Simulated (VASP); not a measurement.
# Si (Cmcm) in VASP: a series of runs

The runs below take Si through single point, with LDA.

All numbers are computed with VASP 6.6.1; they aren't measurements. Logs are shortened: lines on timing, memory, paths and dates and some standing lists are left out, and cuts for length are marked.

**1. The cell of the first run**

The structure is orthorhombic, space group Cmcm (No. 63). The conventional cell has a = 3.870 Å, b = 6.570 Å, c = 6.333 Å, α = 90.00°, β = 90.00°, γ = 90.00°. Within 3.1 Å of Si (site symmetry m) lie 4 Si at 2.33 to 2.37 Å.

**2. Single point, LDA (strain +0.0100 x Voigt [1, -1, 0, 0, 0, 0])**

INCAR

```
PREC = Accurate ; ENCUT = 520
EDIFF = 1E-7 ; ISMEAR = 0
SIGMA = 0.03 ; LREAL = False
LASPH = True ; NELM = 100
ALGO = Normal ; ISIF = 2
LWAVE = False ; LCHARG = False
NBANDS = 16
```

KPOINTS

```
Automatic mesh
0
Gamma
  12 12 6
```

POSCAR

```
Si
1.0
    3.8696306351      0.0000000000      0.0000000000
   -1.9348153176      3.2848380683      0.0000000000
    0.0000000000      0.0000000000      6.3326220002
Si
4
Direct
    0.3333333333      0.6666666667      0.0630095000
    0.6666666667      0.3333333333      0.5630095000
    0.3333333333      0.6666666667      0.4369905000
    0.6666666667      0.3333333333      0.9369905000
```

Potentials or basis: VASP PAW LDA potentials, release 64 (Si).

The run is started by

```bash
> cat potpaw_LDA.64/Si/POTCAR > POTCAR
> mpirun -np 1 vasp_std > vasp.out
```

OUTCAR:

```text
PREC = Accurate
   ENCUT = 520
   EDIFF = 1E-7
   ISMEAR = 0
   LREAL = False
   LASPH = True
   NELM = 100
   ISIF = 2

 ion  position               nearest neighbor table
   1  0.333  0.667  0.063-   4 2.33   4 2.36   4 2.36   3 2.37
   2  0.667  0.333  0.563-   3 2.33   3 2.36   3 2.36   4 2.37
   3  0.333  0.667  0.437-   2 2.33   2 2.36   2 2.36   1 2.37
   4  0.667  0.333  0.937-   1 2.33   1 2.36   1 2.36   2 2.37

  Warning from LATTYP: Monoclinic adjustment (A1->A3, A2->A1, A3->A2)!
  LATTYP: Found a base centered orthorhombic cell.
 ALAT       =     3.8696306351
 B/A-ratio  =     1.6977527718
 C/A-ratio  =     1.6364926261

  Lattice vectors:

 A1 = (   1.9348153176,  -3.2848380683,   0.0000000000)
 A2 = (   1.9348153175,   3.2848380683,   0.0000000000)
 A3 = (   0.0000000000,   0.0000000000,   6.3326220002)

Analysis of symmetry for initial positions (statically):
=====================================================================
 Subroutine PRICEL returns:
 Original cell was already a primitive cell.

 Routine SETGRP: Setting up the symmetry group for a
 base centered orthorhombic supercell.

 Subroutine GETGRP returns: Found  8 space group operations
 (whereof  4 operations were pure point group operations)
 out of a pool of  8 trial point group operations.

The static configuration has the point symmetry C_2h.
 The point group associated with its full space group is D_2h.

Analysis of symmetry for dynamics (positions and initial velocities):
=====================================================================
 Subroutine PRICEL returns:
 Original cell was already a primitive cell.

 Routine SETGRP: Setting up the symmetry group for a
 base centered orthorhombic supercell.

 Subroutine GETGRP returns: Found  8 space group operations
 (whereof  4 operations were pure point group operations)
 out of a pool of  8 trial point group operations.

The dynamic configuration has the point symmetry C_2h.
 The point group associated with its full space group is D_2h.

 Subroutine INISYM returns: Found  8 space group operations
 (whereof  4 operations are pure point group operations),
 and found     1 'primitive' translations

----------------------------------------------------------------------------------------

                                     Primitive cell

  volume of cell :      80.4947
[... 88 lines left out ...]
   LNONCOLLINEAR =      F non collinear calculations
   LSORBIT =      F    spin-orbit coupling
   LASPH  =      T    aspherical Exc in radial PAW
   ENCUT  =  520.0 eV  38.22 Ry    6.18 a.u.   7.19  7.09 11.77*2*pi/ulx,y,z
   NELM   =    100;   NELMIN=  2; NELMDL= -5     # of ELM steps
   EDIFF  = 0.1E-06   stopping-criterion for ELM
   LREAL  =      F    real-space projection
   EDIFFG = 0.1E-05   stopping-criterion for IOM
   NSW    =      0    number of steps for IOM
   IBRION =     -1    ionic relax: 0-MD 1-quasi-New 2-CG
   NFREE  =      0    steps in history (QN), initial steepest desc. (CG)
   ISIF   =      2    stress and relaxation
   ISYM   =      2    0-nonsym 1-usesym 2-fastsym
   POTIM  = 0.5000    time-step for ionic-motion
   TEBEG  =    0.0;   TEEND  =   0.0 temperature during run
   PSTRESS=    0.0 pullay stress
   NELECT =      16.0000    total number of electrons
   NUPDOWN=      -1.0000    fix difference up-down
   EMIN   =  10.00;   EMAX   =-10.00  energy-range for DOS
   EFERMI =   0.00;   METHOD = LEGACY
   ISMEAR =     0;   SIGMA  =   0.03  broadening in eV -4-tet -1-fermi 0-gaus
   EFERMI_NEDOS =   21; number of points for ismear=-14 and -15
   IALGO  =     38    algorithm
   IMIX   =      4    mixing-type and parameters
     AMIX     =   0.40;   BMIX     =  1.00
     AMIX_MAG =   1.60;   BMIX_MAG =  1.00
  volume/ion in A,a.u.               =      20.12       135.80
  Fermi-wavevector in a.u.,A,eV,Ry     =   0.955416  1.805474 12.419665  0.912820
  Thomas-Fermi vector in A             =   2.084252
   LORBIT       =      0    0 simple, 1 ext, 2 COOP (PROOUT), +10 PAW based schemes
   GGA     = CA    functional components
   LHFCALC =     F    Hartree Fock is set to
   AEXX    =    0.0000 exact exchange contribution
   IVDW    =     0    specifies the selected vdW correction
   LEPSILON=     F    determine dielectric tensor
   LRPA    =     F    only Hartree local field effects (RPA)
 non-spin polarized calculation
 Gauss-broadening in eV      SIGMA  =   0.03
  energy-cutoff  :      520.00
  volume of cell :       80.49
 maximum number of plane-waves:      2186
 NGX is ok and might be reduce to    30
   NGX = 15   NGY = 15   NGZ = 23

 number of electron      16.0000000 magnetization

 Free energy of the ion-electron system (eV)
  ---------------------------------------------------
  ext. energy  EPLUGINS =         0.00000000
  ---------------------------------------------------
  free energy    TOTEN  =       -23.78097236 eV

  energy without entropy =      -23.78097226  energy(sigma->0) =      -23.78097231

 E-fermi :   6.0780     XC(G=0):  -9.5825

 val. band max:        6.0045521747   @ k =   0.0000   0.0000   0.0000
 cond. band min:       6.1513916661   @ k =   0.0000   0.5000   0.0000
 fundamental gap:      0.1468394915
 Fermi energy:         6.0779716872

 k-point     1 :       0.0000    0.0000    0.0000
  band No.  band energies     occupation
      1      -6.2199      2.00000
      2      -3.9306      2.00000
      3      -1.2670      2.00000
      4       4.4144      2.00000
      5       4.4978      2.00000
      6       5.6190      2.00000
[... 433 lines left out ...]
      3      -1.4384      2.00000
      4      -0.0100      2.00000
      5       1.2480      2.00000
      6       2.0541      2.00000
[... 8 lines left out ...]
     15      12.2224      0.00000
     16      13.2747      0.00000

 [... further k-points ...]
[... 5 lines left out ...]
  --------------------------------------------------------------------------------------
  -------------------------------------------------------------------------------------
  Total       -1.8690017     -0.1427984     -0.9597179      0.0000000      0.0000000      0.0000000
  in kB      -37.2008817     -2.8422796    -19.1023651      0.0000000      0.0000000      0.0000000
  external PRESSURE =     -19.7151755 kB  Pullay stress =       0.0000000 kB

 VOLUME and BASIS-vectors are now :
 -----------------------------------------------------------------------------
  energy-cutoff  :      520.00
  volume of cell :       80.49
      direct lattice vectors                 reciprocal lattice vectors
     3.869630635  0.000000000  0.000000000     0.258422597  0.152214505  0.000000000
    -1.934815318  3.284838068  0.000000000     0.000000000  0.304429010  0.000000000
     0.000000000  0.000000000  6.332622000     0.000000000  0.000000000  0.157912473

 POSITION                                       TOTAL-FORCE (eV/Angst)
 -----------------------------------------------------------------------------------
     -0.00000      2.18989      0.39902         0.000000     -0.155364     -0.009413
      1.93482      1.09495      3.56533        -0.000000      0.155364     -0.009413
     -0.00000      2.18989      2.76730         0.000000     -0.155364      0.009413
      1.93482      1.09495      5.93361        -0.000000      0.155364      0.009413
 -----------------------------------------------------------------------------------
    total drift:                               -0.000000      0.000000     -0.000000

  FREE ENERGIE OF THE ION-ELECTRON SYSTEM (eV)
  ---------------------------------------------------
  free  energy   TOTEN  =       -23.7809723589 eV

  energy  without entropy=      -23.7809722607  energy(sigma->0) =      -23.78097231
```

OSZICAR:

```text
N       E                     dE             d eps       ncg     rms          rms(c)
DAV:   1     0.246852423039E+02    0.24685E+02   -0.59926E+03  5504   0.823E+02
DAV:   2    -0.223659203187E+02   -0.47051E+02   -0.42753E+02  7536   0.122E+02
DAV:   3    -0.242766892925E+02   -0.19108E+01   -0.18969E+01  7448   0.231E+01
DAV:   4    -0.243003084401E+02   -0.23619E-01   -0.23612E-01  6832   0.332E+00
DAV:   5    -0.243007519894E+02   -0.44355E-03   -0.44349E-03  7600   0.429E-01    0.704E+00
DAV:   6    -0.239438072195E+02    0.35694E+00   -0.14031E-01  6416   0.174E+00    0.421E+00
DAV:   7    -0.237807257284E+02    0.16308E+00   -0.27281E-01  6640   0.246E+00    0.291E-01
DAV:   8    -0.237809995652E+02   -0.27384E-03   -0.22173E-02  6584   0.773E-01    0.114E-01
DAV:   9    -0.237809445490E+02    0.55016E-04   -0.69156E-04  7496   0.145E-01    0.842E-02
DAV:  10    -0.237809724076E+02   -0.27859E-04   -0.76024E-05  6920   0.459E-02    0.184E-02
DAV:  11    -0.237809722972E+02    0.11045E-06   -0.40032E-06  7416   0.118E-02    0.823E-03
DAV:  12    -0.237809723589E+02   -0.61735E-07   -0.40263E-07  6632   0.340E-03
   1 F= -.23780972E+02 E0= -.23780972E+02  d E =-.981521E-07
```

stdout:

```text
POSCAR found type information on POSCAR Si
 POSCAR found :  1 types and       4 ions
 scaLAPACK will be used
 LDA part: xc-table for (Slater(with rela. corr.)+CA(PZ))
 , standard interpolation
 POSCAR, INCAR and KPOINTS ok, starting setup
 FFT: planning ... GRIDC
 FFT: planning ... GRID_SOFT
 FFT: planning ... GRID
 WAVECAR not read
 entering main loop
```

Run time: 1.9 min. Hardware: 1 thread of Intel Xeon Platinum 8375C at 2.90GHz (Ice Lake), shared host; peak memory 0.26 GiB.

Results:

| Item | Value |
| --- | --- |
| Free energy | -23.7810 eV |
| Pressure | -2.0 GPa |
| Largest force | 0.156 eV/Å |
| Band gap on the k mesh | 0.15 eV, indirect (least direct gap 0.87 eV) |

Forces in eV/Å, atoms in the order of the input:
```
Si   0.000 -0.155 -0.009
Si   0.000  0.155 -0.009
Si   0.000 -0.155  0.009
Si   0.000  0.155  0.009
```

Levels at points of the mesh, in eV from the valence-band top:
```
           k point  band 4  band 5  band 6  band 7  band 8  band 9  band 10  band 11  band 12  band 13
(0.00, 0.00, 0.00)   -1.59   -1.51   -0.39   -0.07    0.00    0.87     1.83     2.05     2.24     3.30
(0.50, 0.00, 0.00)   -5.99   -4.73   -3.08   -2.99   -1.41    0.35     2.31     2.87     3.09     4.27
(0.00, 0.50, 0.00)   -6.05   -4.68   -3.21   -3.05   -1.58    0.15     2.06     2.84     2.92     4.41
(0.00, 0.00, 0.50)   -4.29   -1.00   -1.00   -0.92   -0.92    1.66     1.66     2.79     2.79     3.03
(0.50, 0.00, 0.50)   -7.29   -2.51   -2.51   -2.38   -2.38    0.83     0.83     1.56     1.56     5.58
(0.00, 0.50, 0.50)   -7.32   -2.57   -2.57   -2.47   -2.47    0.66     0.66     1.56     1.56     5.45
```

Caveat: the cell differs from its parent crystal (strain +0.0100 x Voigt [1, -1, 0, 0, 0, 0]).

**3. Single point, LDA (strain -0.0100 x Voigt [1, -1, 0, 0, 0, 0])**

INCAR

```
SYSTEM = Si
ALGO     = Normal         ! electronic algorithm
EDIFF    = 1E-7           ! SCF threshold, eV
ENCUT    = 520            ! plane-wave cutoff, eV
ISIF     = 2              ! what is computed and relaxed
ISMEAR   = 0              ! smearing method
LASPH    = .TRUE.         ! aspherical terms in the spheres
LCHARG   = .FALSE.        ! write CHGCAR
LREAL    = .FALSE.        ! projectors in reciprocal space
LWAVE    = .FALSE.        ! write WAVECAR
NBANDS   = 16             ! bands
NELM     = 100            ! most SCF steps
PREC     = Accurate       ! precision mode
SIGMA    = 0.03           ! smearing width, eV
```

KPOINTS

```
k-points
0
G
  12 12 6
  0 0 0
```

Edit POSCAR of step 2 so:

```diff
@@ -2,4 +2,4 @@
 1.0
-    3.8696306351      0.0000000000      0.0000000000
-   -1.9348153176      3.2848380683      0.0000000000
+    3.7930042859      0.0000000000      0.0000000000
+   -1.8965021430      3.3511984333      0.0000000000
     0.0000000000      0.0000000000      6.3326220002
```

Potentials or basis: VASP PAW LDA potentials, release 64 (Si).

The run is started by

```bash
> cat potpaw_LDA.64/Si/POTCAR > POTCAR
> mpirun -np 1 vasp_std > vasp.out
```

Run time: 1.7 min. Hardware: 1 thread of Intel Xeon Platinum 8375C at 2.90GHz (Ice Lake), shared host; peak memory 0.27 GiB.

It converged, with:

* Free energy: -23.7810 eV
* Pressure: -2.0 GPa
* Largest force: 0.145 eV/Å
* Band gap on the k mesh: 0.21 eV, indirect (least direct gap 0.86 eV)

Forces in eV/Å, atoms in the order of the input:
```
Si   0.000  0.144 -0.010
Si   0.000 -0.144 -0.010
Si   0.000  0.144  0.010
Si   0.000 -0.144  0.010
```

Stress tensor (GPa, compression positive):
```
-0.30  0.00  0.00
 0.00 -3.70  0.00
 0.00  0.00 -1.91
```

Levels at points of the mesh, in eV from the valence-band top:
| k point | band 4 | band 5 | band 6 | band 7 | band 8 | band 9 | band 10 | band 11 | band 12 | band 13 |
| --- | --- | --- | --- | --- | --- | --- | --- | --- | --- | --- |
| (0.00, 0.00, 0.00) | -1.60 | -1.50 | -0.39 | -0.08 | 0.00 | 0.86 | 1.85 | 2.03 | 2.24 | 3.28 |
| (0.50, 0.00, 0.00) | -6.04 | -4.70 | -3.17 | -3.04 | -1.53 | 0.21 | 2.14 | 2.84 | 2.97 | 4.36 |
| (0.00, 0.50, 0.00) | -5.98 | -4.76 | -3.05 | -2.97 | -1.36 | 0.41 | 2.39 | 2.88 | 3.14 | 4.23 |
| (0.00, 0.00, 0.50) | -4.29 | -1.01 | -1.01 | -0.92 | -0.92 | 1.65 | 1.65 | 2.81 | 2.81 | 3.01 |
| (0.50, 0.00, 0.50) | -7.32 | -2.53 | -2.53 | -2.47 | -2.47 | 0.71 | 0.71 | 1.55 | 1.55 | 5.49 |
| (0.00, 0.50, 0.50) | -7.29 | -2.52 | -2.52 | -2.34 | -2.34 | 0.87 | 0.87 | 1.57 | 1.57 | 5.63 |

Caveat: the cell differs from its parent crystal (strain -0.0100 x Voigt [1, -1, 0, 0, 0, 0]). A k mesh can miss the band edges.
